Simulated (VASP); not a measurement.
The system is NaCl.

```
CELL_PARAMETERS angstrom
0.00000 3.08727 3.08727
3.08727 0.00000 3.08727
3.08727 3.08727 0.00000
ATOMIC_POSITIONS crystal
Na 0.00000 0.00000 0.00000
Cl 0.25000 0.25000 0.25000
```

Base run:

| Item | Value |
| --- | --- |
| Program | VASP 6.6.1 |
| Functional | r2SCAN |
| Potentials or basis | VASP PAW PBE potentials, release 64 (Na_pv, Cl) |
| Cutoff | 520 eV |
| k mesh | 8 × 8 × 8 |
| Occupations | gaussian, width 0.01 eV |
| Spin | no spin polarisation |

Its results: band gap on the k mesh 5.57 eV; pressure -0.1 GPa.

Question: The run is repeated on the same cell with these changes: functional from r2SCAN to PBE; k mesh from 8 × 8 × 8 to 4 × 4 × 4. What comes out?

Answer: Band gap on the k mesh 4.94 eV; pressure 0.7 GPa.

Several settings changed at once.

Caveats: some runs use coarse meshes; the structure was generated, so it needn't be the stable form of NaCl; the PAW data sets were made with another functional, which shifts forces and pressure a little (at least some runs).

A k mesh can miss the band edges.
